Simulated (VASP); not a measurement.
# Pt2Se3 (P-3m1) in VASP: relaxation of cell and atoms with PBE

Aim: the relaxation of cell and atoms of Pt2Se3 with PBE.

All numbers are computed with VASP 6.6.1; they aren't measurements. Logs are shortened: lines on timing, memory, paths and dates and some standing lists are left out, and cuts for length are marked.

### 1 The cell of the first run

Symmetry: P-3m1, No. 164, trigonal system. The conventional cell has a = 3.766 Å, b = 3.766 Å, c = 8.794 Å, α = 90.00°, β = 90.00°, γ = 120.00°. Pt (site symmetry 3m) has 6 Se at 2.48 to 2.74 Å within 3.3 Å. Se (site symmetry -3m) has 6 Pt at 2.74 Å and 6 Se at 3.59 Å within 3.6 Å. Se (site symmetry 3m) has 3 Pt at 2.48 Å within 3.3 Å.

### 2 Relaxation of cell and atoms, PBE

Input file INCAR:

```
  ALGO = Normal
  EDIFF = 1E-6
  EDIFFG = -0.01
  ENCUT = 600
  GGA = PE
  IBRION = 2
  ISIF = 3
  ISMEAR = 0
  LASPH = T
  LCHARG = F
  LREAL = F
  LWAVE = F
  NELM = 100
  NSW = 100
  PREC = Accurate
  SIGMA = 0.1
```

Input file KPOINTS:

```
k-points
0
Gamma
  12 12 4
```

Input file POSCAR:

```
Pt2Se3
1.0
    3.7659361195      0.0000000000      0.0000000000
   -1.8829680598      3.2613963485      0.0000000000
    0.0000000000      0.0000000000      8.7940340542
Pt Se
2 3
Direct
    0.3333333333      0.6666666667      0.1897176279
    0.6666666667      0.3333333333      0.8102823721
    0.0000000000      0.0000000000      0.0000000000
    0.3333333333      0.6666666667      0.6750671108
    0.6666666667      0.3333333333      0.3249328892
```

Potentials or basis: VASP PAW PBE potentials, release 64 (Pt, Se).

Started as:

```
$ cat potpaw_PBE.64/Pt/POTCAR potpaw_PBE.64/Se/POTCAR > POTCAR
$ mpirun -np 1 vasp_std > vasp.out
```

OUTCAR:

```text
EDIFF = 1E-6
   EDIFFG = -0.01
   ENCUT = 600
   GGA = PE
   IBRION = 2
   ISIF = 3
   ISMEAR = 0
   LASPH = T
   LREAL = F
   NELM = 100
   NSW = 100
   PREC = Accurate

 ion  position               nearest neighbor table
   1  0.333  0.667  0.190-   5 2.48   5 2.48   5 2.48   3 2.74   3 2.74   3 2.74
   2  0.667  0.333  0.810-   4 2.48   4 2.48   4 2.48   3 2.74   3 2.74   3 2.74
   3  0.000  0.000  0.000-   1 2.74   2 2.74   2 2.74   1 2.74   2 2.74   1 2.74
   4  0.333  0.667  0.675-   2 2.48   2 2.48   2 2.48
   5  0.667  0.333  0.325-   1 2.48   1 2.48   1 2.48

  LATTYP: Found a hexagonal cell.
 ALAT       =     3.7659361195
 C/A-ratio  =     2.3351522105

  Lattice vectors:

 A1 = (   3.7659361195,   0.0000000000,   0.0000000000)
 A2 = (  -1.8829680598,   3.2613963485,   0.0000000000)
 A3 = (   0.0000000000,   0.0000000000,   8.7940340542)

Analysis of symmetry for initial positions (statically):
=====================================================================
 Subroutine PRICEL returns:
 Original cell was already a primitive cell.

 Routine SETGRP: Setting up the symmetry group for a
 hexagonal supercell.

 Subroutine GETGRP returns: Found 12 space group operations
 (whereof 12 operations were pure point group operations)
 out of a pool of 24 trial point group operations.

The static configuration has the point symmetry D_3d.

Analysis of symmetry for dynamics (positions and initial velocities):
=====================================================================
 Subroutine PRICEL returns:
 Original cell was already a primitive cell.

 Routine SETGRP: Setting up the symmetry group for a
 hexagonal supercell.

 Subroutine GETGRP returns: Found 12 space group operations
 (whereof 12 operations were pure point group operations)
 out of a pool of 24 trial point group operations.

The dynamic configuration has the point symmetry D_3d.

 Subroutine INISYM returns: Found 12 space group operations
 (whereof 12 operations are pure point group operations),
 and found     1 'primitive' translations

----------------------------------------------------------------------------------------

                                     Primitive cell

  volume of cell :     108.0102

  direct lattice vectors                    reciprocal lattice vectors
     3.765936120  0.000000000  0.000000000     0.265538227  0.153308567  0.000000000
    -1.882968060  3.261396348  0.000000000     0.000000000  0.306617134  0.000000000
     0.000000000  0.000000000  8.794034054     0.000000000  0.000000000  0.113713455

  length of vectors
     3.765936120  3.765936120  8.794034054     0.306617134  0.306617134  0.113713455

  position of ions in fractional coordinates (direct lattice)
     0.333333333  0.666666667  0.189717628
     0.666666667  0.333333333  0.810282372
     0.000000000  0.000000000  0.000000000
     0.333333333  0.666666667  0.675067111
     0.666666667  0.333333333  0.324932889

  ion indices of the primitive-cell ions
   primitive index   ion index
                 1           1
                 2           2
                 3           3
                 4           4
                 5           5

----------------------------------------------------------------------------------------

 KPOINTS: k-points

Automatic generation of k-mesh.
 Grid dimensions read from file:
 generate k-points for:   12   12    4

 Generating k-lattice:

  Cartesian coordinates                     Fractional coordinates (reciprocal lattice)
     0.022128186  0.012775714  0.000000000     0.083333333  0.000000000  0.000000000
     0.000000000  0.025551428  0.000000000     0.000000000  0.083333333  0.000000000
     0.000000000  0.000000000  0.028428364     0.000000000  0.000000000  0.250000000

  Length of vectors
     0.025551428  0.025551428  0.028428364

  Shift w.r.t. Gamma in fractional coordinates (k-lattice)
     0.000000000  0.000000000  0.000000000

 Subroutine IBZKPT returns following result:
 ===========================================

 Found     69 irreducible k-points:

 Following reciprocal coordinates:
            Coordinates               Weight
  0.000000  0.000000  0.000000      1.000000
  0.083333  0.000000  0.000000      6.000000
  0.166667  0.000000  0.000000      6.000000
  0.250000  0.000000  0.000000      6.000000
  0.333333  0.000000  0.000000      6.000000
  0.416667  0.000000  0.000000      6.000000
[... 16 lines left out ...]
  0.166667  0.000000  0.250000      6.000000
  0.000000  0.166667  0.250000      6.000000
 [... further k-points ...]
   k-points           NKPTS =     69   k-points in BZ     NKDIM =     69   number of bands    NBANDS=     23
   number of dos      NEDOS =    301   number of ions     NIONS =      5
   total plane-waves  NPLWV =  63000
   dimension x,y,z NGX =    30 NGY =   30 NGZ =   70
   dimension x,y,z NGXF=    60 NGYF=   60 NGZF=  140
   ions per type =               2   3
   NGX,Y,Z   is equivalent  to a cutoff of  13.24, 13.24, 13.23 a.u.
   NGXF,Y,Z  is equivalent  to a cutoff of  26.49, 26.49, 26.47 a.u.
 SYSTEM =  unknown system
   PREC   = accura    normal or accurate (medium, high low for compatibility)
   ISTART =      0    job   : 0-new  1-cont  2-samecut
   ICHARG =      2    charge: 1-file 2-atom 10-const
   ISPIN  =      1    spin polarized calculation?
   LNONCOLLINEAR =      F non collinear calculations
   LSORBIT =      F    spin-orbit coupling
   LASPH  =      T    aspherical Exc in radial PAW
   ENCUT  =  600.0 eV  44.10 Ry    6.64 a.u.   7.52  7.52 17.56*2*pi/ulx,y,z
   NELM   =    100;   NELMIN=  2; NELMDL= -5     # of ELM steps
   EDIFF  = 0.1E-05   stopping-criterion for ELM
   LREAL  =      F    real-space projection
   EDIFFG = -.1E-01   stopping-criterion for IOM
   NSW    =    100    number of steps for IOM
   IBRION =      2    ionic relax: 0-MD 1-quasi-New 2-CG
   NFREE  =      1    steps in history (QN), initial steepest desc. (CG)
   ISIF   =      3    stress and relaxation
   ISYM   =      2    0-nonsym 1-usesym 2-fastsym
   POTIM  = 0.5000    time-step for ionic-motion
   TEBEG  =    0.0;   TEEND  =   0.0 temperature during run
   PSTRESS=    0.0 pullay stress
   NELECT =      38.0000    total number of electrons
   NUPDOWN=      -1.0000    fix difference up-down
   EMIN   =  10.00;   EMAX   =-10.00  energy-range for DOS
   EFERMI =   0.00;   METHOD = LEGACY
   ISMEAR =     0;   SIGMA  =   0.10  broadening in eV -4-tet -1-fermi 0-gaus
   EFERMI_NEDOS =   21; number of points for ismear=-14 and -15
   IALGO  =     38    algorithm
   IMIX   =      4    mixing-type and parameters
     AMIX     =   0.40;   BMIX     =  1.00
     AMIX_MAG =   1.60;   BMIX_MAG =  1.00
  volume/ion in A,a.u.               =      21.60       145.78
  Fermi-wavevector in a.u.,A,eV,Ry     =   1.155707  2.183970 18.172745  1.335659
  Thomas-Fermi vector in A             =   2.292333
   LORBIT       =      0    0 simple, 1 ext, 2 COOP (PROOUT), +10 PAW based schemes
   GGA     = PE    functional components
   LHFCALC =     F    Hartree Fock is set to
   AEXX    =    0.0000 exact exchange contribution
   IVDW    =     0    specifies the selected vdW correction
   LEPSILON=     F    determine dielectric tensor
   LRPA    =     F    only Hartree local field effects (RPA)
 conjugate gradient relaxation of ions
 non-spin polarized calculation
 Gauss-broadening in eV      SIGMA  =   0.10
  energy-cutoff  :      600.00
  volume of cell :      108.01
 maximum number of plane-waves:      3638
   NGX = 15   NGY = 15   NGZ = 35

--------------------------------------- Ionic step        1  -------------------------------------------

 number of electron      38.0000003 magnetization

 Free energy of the ion-electron system (eV)
  ---------------------------------------------------
  ext. energy  EPLUGINS =         0.00000000
  ---------------------------------------------------
  free energy    TOTEN  =       -23.58824792 eV

  energy without entropy =      -23.57100231  energy(sigma->0) =      -23.57962511

------------------------ aborting loop because EDIFF is reached ----------------------------------------

  FORCE on cell =-STRESS in cart. coord.  units (eV):
  Direction    XX          YY          ZZ          XY          YZ          ZX
  --------------------------------------------------------------------------------------
  -------------------------------------------------------------------------------------
  Total       -0.0168142     -0.0168142      0.1028733      0.0000000     -0.0000000     -0.0000000
  in kB       -0.2494149     -0.2494149      1.5259797      0.0000000     -0.0000000     -0.0000000
  external PRESSURE =       0.3423833 kB  Pullay stress =       0.0000000 kB
[... 141 lines left out ...]
  energy  without entropy=      -23.5710762870  energy(sigma->0) =      -23.57973860

--------------------------------------- Ionic step        5  -------------------------------------------

 number of electron      38.0000003 magnetization

 Free energy of the ion-electron system (eV)
  ---------------------------------------------------
  ext. energy  EPLUGINS =         0.00000000
  ---------------------------------------------------
  free energy    TOTEN  =       -23.58843593 eV

  energy without entropy =      -23.57111425  energy(sigma->0) =      -23.57977509

 E-fermi :   5.5119     XC(G=0): -10.3625

 val. band max:        5.4868666136   @ k =   0.4167   0.1667   0.0000
 cond. band min:       5.5188769104   @ k =   0.3333   0.0833   0.5000
 fundamental gap:      0.0320102968
 Fermi energy:         5.5119043310

 k-point     1 :       0.0000    0.0000    0.0000
  band No.  band energies     occupation
      1      -9.2602      2.00000
      2      -8.4533      2.00000
      3      -7.7313      2.00000
      4      -0.4465      2.00000
      5       0.0970      2.00000
      6       0.0970      2.00000
[... 613 lines left out ...]
     22       7.6947      0.00000
     23      10.2907      0.00000

 [... further k-points ...]
[... 5 lines left out ...]
  --------------------------------------------------------------------------------------
  -------------------------------------------------------------------------------------
  Total        0.0229648      0.0229648      0.0271400     -0.0000000      0.0000000     -0.0000000
  in kB        0.3405503      0.3405503      0.4024652     -0.0000000      0.0000000     -0.0000000
  external PRESSURE =       0.3611886 kB  Pullay stress =       0.0000000 kB
[... 20 lines left out ...]
  FREE ENERGIE OF THE ION-ELECTRON SYSTEM (eV)
  ---------------------------------------------------
  free  energy   TOTEN  =       -23.5884359329 eV

  energy  without entropy=      -23.5711142479  energy(sigma->0) =      -23.57977509

 reached required accuracy - stopping structural energy minimisation
```

Wall time 7.1 min (1 thread of Intel Xeon Platinum 8259CL at 2.50GHz (Skylake/Cascade Lake), shared host); peak memory 0.4 GiB.

What came out:

```yaml
Free_energy: -23.5884 eV
Relaxed_volume: 21.61 Å³/atom
Relaxed_cell: a = 3.761 Å, b = 3.761 Å, c = 8.820 Å, α = 90.00°, β = 90.00°, γ = 120.00°
Space_group_after_relaxing_to_0.05_Å: P-3m1 (No. 164)
Energy_gained_by_relaxing: 0.0 meV/atom
Ionic_steps: 5
Pressure_after_relaxing: 0.0 GPa
Largest_force_after_relaxing: 0.004 eV/Å
Band_gap_on_the_k_mesh: zero (band 19 reaches 6.76 eV, above the bottom of band 20 at 5.22 eV)
```

Forces in eV/Å, atoms in the order of the input:
```
Pt   0.000  0.000  0.001
Pt   0.000  0.000 -0.001
Se   0.000  0.000  0.000
Se   0.000  0.000  0.004
Se   0.000  0.000 -0.004
```

Step by step:
```csv
step,energy change (eV),largest force (eV/Å),pressure (GPa),volume (Å³)
1,0.0000,0.0097,0.03,108.01
2,-0.0001,0.0031,-0.05,108.08
3,-0.0001,0.0123,-0.10,108.13
4,-0.0002,0.0098,-0.04,108.10
5,-0.0002,0.0038,0.04,108.04
```

Final structure:
```
CELL_PARAMETERS angstrom
3.76092 0.00000 0.00000
-1.88046 3.25705 0.00000
0.00000 0.00000 8.82007
ATOMIC_POSITIONS crystal
Pt 0.33333 0.66667 0.18964
Pt 0.66667 0.33333 0.81036
Se 0.00000 0.00000 0.00000
Se 0.33333 0.66667 0.67497
Se 0.66667 0.33333 0.32503
```

Caveat: spin-orbit coupling is left out, which moves the levels of the heavy elements; this functional lacks dispersion, which binds the layers, so the pressure and a relaxed spacing across them are unreliable.
